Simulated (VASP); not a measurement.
# RbBr in VASP: notebook, part 2 of 3

VASP 6.6.1. Earlier steps stand in the parts before.

**3. Electric field gradients, PBEsol (volume scaled by 0.96)**

The input, INCAR:

```
PREC     = Accurate       # precision mode
ENCUT    = 520            # plane-wave cutoff, eV
EDIFF    = 1E-8           # SCF threshold, eV
ISMEAR   = -1             # smearing method
SIGMA    = 0.03           # smearing width, eV
LREAL    = False          # projectors in reciprocal space
LASPH    = True           # aspherical terms in the spheres
NELM     = 60             # most SCF steps
ALGO     = Normal         # electronic algorithm
ISIF     = 2              # what is computed and relaxed
LWAVE    = False          # write WAVECAR
LCHARG   = False          # write CHGCAR
GGA      = PS             # functional
LEFG     = True         
NBANDS   = 15             # bands
```

The input, KPOINTS:

```
Automatic mesh
0
Gamma
  7 7 7
```

The input, POSCAR:

```
RbBr
1.0
    0.0000000000      3.3811767539      3.3811767539
    3.3811767539      0.0000000000      3.3811767539
    3.3811767539      3.3811767539      0.0000000000
Rb Br
1 1
Direct
    0.0000000000      0.0000000000      0.0000000000
    0.5000000000      0.5000000000      0.5000000000
```

Potentials or basis: VASP PAW PBE potentials, release 64 (Rb_sv, Br).

Run with:

```bash
> cat potpaw_PBE.64/Rb_sv/POTCAR potpaw_PBE.64/Br/POTCAR > POTCAR
> mpirun -np 1 vasp_std > vasp.out
```

OUTCAR:

```text
PREC = Accurate
   ENCUT = 520
   EDIFF = 1E-8
   ISMEAR = -1
   LREAL = False
   LASPH = True
   NELM = 60
   ISIF = 2
   GGA = PS

 ion  position               nearest neighbor table
   1  0.000  0.000  0.000-   2 3.38   2 3.38   2 3.38   2 3.38   2 3.38   2 3.38
   2  0.500  0.500  0.500-   1 3.38   1 3.38   1 3.38   1 3.38   1 3.38   1 3.38

  LATTYP: Found a face centered cubic cell.
 ALAT       =     6.7623535078

  Lattice vectors:

 A1 = (   0.0000000000,   3.3811767539,   3.3811767539)
 A2 = (   3.3811767539,   0.0000000000,   3.3811767539)
 A3 = (   3.3811767539,   3.3811767539,   0.0000000000)

Analysis of symmetry for initial positions (statically):
=====================================================================
 Subroutine PRICEL returns:
 Original cell was already a primitive cell.

 Routine SETGRP: Setting up the symmetry group for a
 face centered cubic supercell.

 Subroutine GETGRP returns: Found 48 space group operations
 (whereof 48 operations were pure point group operations)
 out of a pool of 48 trial point group operations.

The static configuration has the point symmetry O_h .

Analysis of symmetry for dynamics (positions and initial velocities):
=====================================================================
 Subroutine PRICEL returns:
 Original cell was already a primitive cell.

 Routine SETGRP: Setting up the symmetry group for a
 face centered cubic supercell.

 Subroutine GETGRP returns: Found 48 space group operations
 (whereof 48 operations were pure point group operations)
 out of a pool of 48 trial point group operations.

The dynamic configuration has the point symmetry O_h .

 Subroutine INISYM returns: Found 48 space group operations
 (whereof 48 operations are pure point group operations),
 and found     1 'primitive' translations

----------------------------------------------------------------------------------------

                                     Primitive cell

  volume of cell :      77.3096

  direct lattice vectors                    reciprocal lattice vectors
     0.000000000  3.381176754  3.381176754    -0.147877510  0.147877510  0.147877510
     3.381176754  0.000000000  3.381176754     0.147877510 -0.147877510  0.147877510
     3.381176754  3.381176754  0.000000000     0.147877510  0.147877510 -0.147877510

  length of vectors
     4.781706022  4.781706022  4.781706022     0.256131361  0.256131361  0.256131361

  position of ions in fractional coordinates (direct lattice)
     0.000000000  0.000000000  0.000000000
     0.500000000  0.500000000  0.500000000

  ion indices of the primitive-cell ions
   primitive index   ion index
                 1           1
                 2           2

----------------------------------------------------------------------------------------

 KPOINTS: Automatic mesh

[... 77 lines left out ...]
   ISMEAR =    -1;   SIGMA  =   0.03  broadening in eV -4-tet -1-fermi 0-gaus
   EFERMI_NEDOS =   21; number of points for ismear=-14 and -15
   IALGO  =     38    algorithm
   IMIX   =      4    mixing-type and parameters
     AMIX     =   0.40;   BMIX     =  1.00
     AMIX_MAG =   1.60;   BMIX_MAG =  1.00
  volume/ion in A,a.u.               =      38.65       260.86
  Fermi-wavevector in a.u.,A,eV,Ry     =   0.968360  1.829936 12.758476  0.937722
  Thomas-Fermi vector in A             =   2.098323
   LORBIT       =      0    0 simple, 1 ext, 2 COOP (PROOUT), +10 PAW based schemes
   GGA     = PS    functional components
   LHFCALC =     F    Hartree Fock is set to
   AEXX    =    0.0000 exact exchange contribution
   IVDW    =     0    specifies the selected vdW correction
   LEPSILON=     F    determine dielectric tensor
   LRPA    =     F    only Hartree local field effects (RPA)
 non-spin polarized calculation
  energy-cutoff  :      520.00
  volume of cell :       77.31
 maximum number of plane-waves:      2102
   NGX = 17   NGY = 17   NGZ = 17

 number of electron      16.0000003 magnetization

 Free energy of the ion-electron system (eV)
  ---------------------------------------------------
  ext. energy  EPLUGINS =         0.00000000
  ---------------------------------------------------
  free energy    TOTEN  =        -6.34984852 eV

  energy without entropy =       -6.34984852  energy(sigma->0) =       -6.34984852

 E-fermi :  -1.0044     XC(G=0):  -7.5750

 val. band max:       -1.6897058535   @ k =   0.0000   0.0000   0.0000
 cond. band min:       2.6157547478   @ k =   0.0000   0.0000   0.0000
 fundamental gap:      4.3054606013
 Fermi energy:        -1.0043651958

 k-point     1 :       0.0000    0.0000    0.0000
  band No.  band energies     occupation
      1     -25.9630      2.00000
      2     -13.9260      2.00000
      3     -10.0547      2.00000
      4     -10.0547      2.00000
      5     -10.0547      2.00000
      6      -1.6897      2.00000
      7      -1.6897      2.00000
      8      -1.6897      2.00000
      9       2.6158      0.00000
     10       5.5111      0.00000
     11       5.5111      0.00000
     12       5.5111      0.00000
     13       6.4344      0.00000
     14       6.4344      0.00000
[... 329 lines left out ...]
      2     -13.9048      2.00000
      3     -10.2186      2.00000
      4     -10.1699      2.00000
      5     -10.0383      2.00000
      6      -2.2842      2.00000
      7      -2.0820      2.00000
      8      -2.0287      2.00000
      9       5.0049      0.00000
     10       5.7334      0.00000
     11       6.7173      0.00000
     12       7.0566      0.00000
     13       8.8043      0.00000
     14       9.0030      0.00000
     15       9.8605      0.00000

------------------------ aborting loop because EDIFF is reached ----------------------------------------

  FORCE on cell =-STRESS in cart. coord.  units (eV):
  Direction    XX          YY          ZZ          XY          YZ          ZX
  --------------------------------------------------------------------------------------
  -------------------------------------------------------------------------------------
  Total        0.2876927      0.2876927      0.2876927     -0.0000000      0.0000000      0.0000000
  in kB        5.9621900      5.9621900      5.9621900     -0.0000000      0.0000000      0.0000000
  external PRESSURE =       5.9621900 kB  Pullay stress =       0.0000000 kB

 VOLUME and BASIS-vectors are now :
 -----------------------------------------------------------------------------
  energy-cutoff  :      520.00
  volume of cell :       77.31
      direct lattice vectors                 reciprocal lattice vectors
     0.000000000  3.381176754  3.381176754    -0.147877510  0.147877510  0.147877510
     3.381176754  0.000000000  3.381176754     0.147877510 -0.147877510  0.147877510
     3.381176754  3.381176754  0.000000000     0.147877510  0.147877510 -0.147877510

 POSITION                                       TOTAL-FORCE (eV/Angst)
 -----------------------------------------------------------------------------------
      0.00000      0.00000      0.00000         0.000000      0.000000      0.000000
      3.38118      3.38118      3.38118        -0.000000      0.000000     -0.000000
 -----------------------------------------------------------------------------------
    total drift:                                0.000000      0.000000      0.000000

  FREE ENERGIE OF THE ION-ELECTRON SYSTEM (eV)
  ---------------------------------------------------
  free  energy   TOTEN  =        -6.3498485245 eV

  energy  without entropy=       -6.3498485245  energy(sigma->0) =       -6.34984852

 Electric field gradients (V/A^2)
---------------------------------------------------------------------
 ion       V_xx      V_yy      V_zz      V_xy      V_xz      V_yz
---------------------------------------------------------------------
   1      -0.000     0.000    -0.000    -0.000    -0.000    -0.000
   2      -0.000     0.000    -0.000     0.000     0.000     0.000
---------------------------------------------------------------------

 Electric field gradients after diagonalization (V/A^2)
 (convention: |V_zz| > |V_xx| > |V_yy|)
----------------------------------------------------------------------
 ion       V_xx      V_yy      V_zz     asymmetry (V_yy - V_xx)/ V_zz
----------------------------------------------------------------------
   1       0.000     0.000    -0.000       0.000
   2      -0.000    -0.000     0.001       0.000
----------------------------------------------------------------------

           NMR quadrupolar parameters

 Cq : quadrupolar parameter    Cq=e*Q*V_zz/h
 eta: asymmetry parameters     (V_yy - V_xx)/ V_zz
 Q  : nuclear electric quadrupole moment in mb (millibarn)
----------------------------------------------------------------------
 ion       Cq(MHz)       eta       Q (mb)
----------------------------------------------------------------------
   1      -0.000       0.000       1.000
   2       0.000       0.000       1.000
----------------------------------------------------------------------
```

Run time: 40 s. Hardware: 1 thread of Intel Xeon Platinum 8259CL at 2.50GHz (Skylake/Cascade Lake), shared host; peak memory 0.21 GiB.

Results:

```
Free energy            : -6.3498 eV
Pressure               : 0.6 GPa
Band gap on the k mesh : 4.31 eV, direct
```

Caveat: without QUAD_EFG the Cq values of the log hold for a quadrupole moment of 1 mb, not for the nuclei; the PAW data sets were made with another functional, which shifts forces and pressure a little.

**4. Electric field gradients, PBEsol (volume scaled by 0.96)**

The input, INCAR:

```
SYSTEM = RbBr
PREC = Accurate
ENCUT = 520
EDIFF = 1E-8
ISMEAR = -1
SIGMA = 0.03
LREAL = .FALSE.
LASPH = .TRUE.
NELM = 80
ALGO = Normal
ISIF = 2
LWAVE = .FALSE.
LCHARG = .FALSE.
GGA = PS
LEFG = .TRUE.
NBANDS = 15
```

The input, KPOINTS:

```
regular mesh
0
G
  7 7 7
  0 0 0
```

POSCAR is that of step 3.

Potentials or basis: VASP PAW PBE potentials, release 64 (Rb_sv, Br).

Run with:

```bash
> cat potpaw_PBE.64/Rb_sv/POTCAR potpaw_PBE.64/Br/POTCAR > POTCAR
> mpirun -np 1 vasp_std > vasp.out
```

OUTCAR:

```text
SYSTEM = RbBr
   PREC = Accurate
   ENCUT = 520
   EDIFF = 1E-8
   ISMEAR = -1
   LREAL = .FALSE.
   LASPH = .TRUE.
   NELM = 80
   ISIF = 2
   GGA = PS

 ion  position               nearest neighbor table
   1  0.000  0.000  0.000-   2 3.38   2 3.38   2 3.38   2 3.38   2 3.38   2 3.38
   2  0.500  0.500  0.500-   1 3.38   1 3.38   1 3.38   1 3.38   1 3.38   1 3.38

  LATTYP: Found a face centered cubic cell.
 ALAT       =     6.7623535078

  Lattice vectors:

 A1 = (   0.0000000000,   3.3811767539,   3.3811767539)
 A2 = (   3.3811767539,   0.0000000000,   3.3811767539)
 A3 = (   3.3811767539,   3.3811767539,   0.0000000000)

Analysis of symmetry for initial positions (statically):
=====================================================================
 Subroutine PRICEL returns:
 Original cell was already a primitive cell.

 Routine SETGRP: Setting up the symmetry group for a
 face centered cubic supercell.

 Subroutine GETGRP returns: Found 48 space group operations
 (whereof 48 operations were pure point group operations)
 out of a pool of 48 trial point group operations.

The static configuration has the point symmetry O_h .

Analysis of symmetry for dynamics (positions and initial velocities):
=====================================================================
 Subroutine PRICEL returns:
 Original cell was already a primitive cell.

 Routine SETGRP: Setting up the symmetry group for a
 face centered cubic supercell.

 Subroutine GETGRP returns: Found 48 space group operations
 (whereof 48 operations were pure point group operations)
 out of a pool of 48 trial point group operations.

The dynamic configuration has the point symmetry O_h .

 Subroutine INISYM returns: Found 48 space group operations
 (whereof 48 operations are pure point group operations),
 and found     1 'primitive' translations

----------------------------------------------------------------------------------------

                                     Primitive cell

  volume of cell :      77.3096

  direct lattice vectors                    reciprocal lattice vectors
     0.000000000  3.381176754  3.381176754    -0.147877510  0.147877510  0.147877510
     3.381176754  0.000000000  3.381176754     0.147877510 -0.147877510  0.147877510
     3.381176754  3.381176754  0.000000000     0.147877510  0.147877510 -0.147877510

  length of vectors
     4.781706022  4.781706022  4.781706022     0.256131361  0.256131361  0.256131361

  position of ions in fractional coordinates (direct lattice)
     0.000000000  0.000000000  0.000000000
     0.500000000  0.500000000  0.500000000

  ion indices of the primitive-cell ions
   primitive index   ion index
                 1           1
                 2           2

----------------------------------------------------------------------------------------

 KPOINTS: regular mesh

Automatic generation of k-mesh.
 Grid dimensions read from file:
 generate k-points for:    7    7    7

 Generating k-lattice:

  Cartesian coordinates                     Fractional coordinates (reciprocal lattice)
[... 75 lines left out ...]
     AMIX_MAG =   1.60;   BMIX_MAG =  1.00
  volume/ion in A,a.u.               =      38.65       260.86
  Fermi-wavevector in a.u.,A,eV,Ry     =   0.968360  1.829936 12.758476  0.937722
  Thomas-Fermi vector in A             =   2.098323
   LORBIT       =      0    0 simple, 1 ext, 2 COOP (PROOUT), +10 PAW based schemes
   GGA     = PS    functional components
   LHFCALC =     F    Hartree Fock is set to
   AEXX    =    0.0000 exact exchange contribution
   IVDW    =     0    specifies the selected vdW correction
   LEPSILON=     F    determine dielectric tensor
   LRPA    =     F    only Hartree local field effects (RPA)
 non-spin polarized calculation
  energy-cutoff  :      520.00
  volume of cell :       77.31
 maximum number of plane-waves:      2102
   NGX = 17   NGY = 17   NGZ = 17

 number of electron      16.0000003 magnetization

 Free energy of the ion-electron system (eV)
  ---------------------------------------------------
  ext. energy  EPLUGINS =         0.00000000
  ---------------------------------------------------
  free energy    TOTEN  =        -6.34984852 eV

  energy without entropy =       -6.34984852  energy(sigma->0) =       -6.34984852

 E-fermi :  -1.0044     XC(G=0):  -7.5750

 val. band max:       -1.6897058535   @ k =   0.0000   0.0000   0.0000
 cond. band min:       2.6157547478   @ k =   0.0000   0.0000   0.0000
 fundamental gap:      4.3054606013
 Fermi energy:        -1.0043651958

 k-point     1 :       0.0000    0.0000    0.0000
  band No.  band energies     occupation
      1     -25.9630      2.00000
      2     -13.9260      2.00000
      3     -10.0547      2.00000
      4     -10.0547      2.00000
      5     -10.0547      2.00000
      6      -1.6897      2.00000
      7      -1.6897      2.00000
      8      -1.6897      2.00000
      9       2.6158      0.00000
     10       5.5111      0.00000
     11       5.5111      0.00000
     12       5.5111      0.00000
     13       6.4344      0.00000
     14       6.4344      0.00000
[... 329 lines left out ...]
      2     -13.9048      2.00000
      3     -10.2186      2.00000
      4     -10.1699      2.00000
      5     -10.0383      2.00000
      6      -2.2842      2.00000
      7      -2.0820      2.00000
      8      -2.0287      2.00000
      9       5.0049      0.00000
     10       5.7334      0.00000
     11       6.7173      0.00000
     12       7.0566      0.00000
     13       8.8043      0.00000
     14       9.0030      0.00000
     15       9.8605      0.00000

------------------------ aborting loop because EDIFF is reached ----------------------------------------

  FORCE on cell =-STRESS in cart. coord.  units (eV):
  Direction    XX          YY          ZZ          XY          YZ          ZX
  --------------------------------------------------------------------------------------
  -------------------------------------------------------------------------------------
  Total        0.2876927      0.2876927      0.2876927     -0.0000000      0.0000000      0.0000000
  in kB        5.9621900      5.9621900      5.9621900     -0.0000000      0.0000000      0.0000000
  external PRESSURE =       5.9621900 kB  Pullay stress =       0.0000000 kB

 VOLUME and BASIS-vectors are now :
 -----------------------------------------------------------------------------
  energy-cutoff  :      520.00
  volume of cell :       77.31
      direct lattice vectors                 reciprocal lattice vectors
     0.000000000  3.381176754  3.381176754    -0.147877510  0.147877510  0.147877510
     3.381176754  0.000000000  3.381176754     0.147877510 -0.147877510  0.147877510
     3.381176754  3.381176754  0.000000000     0.147877510  0.147877510 -0.147877510

 POSITION                                       TOTAL-FORCE (eV/Angst)
 -----------------------------------------------------------------------------------
      0.00000      0.00000      0.00000         0.000000      0.000000      0.000000
      3.38118      3.38118      3.38118        -0.000000      0.000000     -0.000000
 -----------------------------------------------------------------------------------
    total drift:                                0.000000      0.000000      0.000000

  FREE ENERGIE OF THE ION-ELECTRON SYSTEM (eV)
  ---------------------------------------------------
  free  energy   TOTEN  =        -6.3498485245 eV

  energy  without entropy=       -6.3498485245  energy(sigma->0) =       -6.34984852

 Electric field gradients (V/A^2)
---------------------------------------------------------------------
 ion       V_xx      V_yy      V_zz      V_xy      V_xz      V_yz
---------------------------------------------------------------------
   1      -0.000     0.000    -0.000    -0.000    -0.000    -0.000
   2      -0.000     0.000    -0.000     0.000     0.000     0.000
---------------------------------------------------------------------

 Electric field gradients after diagonalization (V/A^2)
 (convention: |V_zz| > |V_xx| > |V_yy|)
----------------------------------------------------------------------
 ion       V_xx      V_yy      V_zz     asymmetry (V_yy - V_xx)/ V_zz
----------------------------------------------------------------------
   1       0.000     0.000    -0.000       0.000
   2      -0.000    -0.000     0.001       0.000
----------------------------------------------------------------------

           NMR quadrupolar parameters

 Cq : quadrupolar parameter    Cq=e*Q*V_zz/h
 eta: asymmetry parameters     (V_yy - V_xx)/ V_zz
 Q  : nuclear electric quadrupole moment in mb (millibarn)
----------------------------------------------------------------------
 ion       Cq(MHz)       eta       Q (mb)
----------------------------------------------------------------------
   1      -0.000       0.000       1.000
   2       0.000       0.000       1.000
----------------------------------------------------------------------
```

Run time: 32 s. Hardware: 1 thread of Intel Xeon Platinum 8259CL at 2.50GHz (Skylake/Cascade Lake), shared host; peak memory 0.21 GiB.

Results:

```
Free energy            : -6.3498 eV
Pressure               : 0.6 GPa
Band gap on the k mesh : 4.31 eV, direct
```

Levels at points of the mesh, in eV from the valence-band top:
```tsv
k point	band 5	band 6	band 7	band 8	band 9	band 10	band 11	band 12
(0.00, 0.00, 0.00)	-8.37	0.00	0.00	0.00	4.31	7.20	7.20	7.20
```

Caveat: without QUAD_EFG the Cq values of the log hold for a quadrupole moment of 1 mb, not for the nuclei; the PAW data sets were made with another functional, which shifts forces and pressure a little.

[end of part 2 of 3]
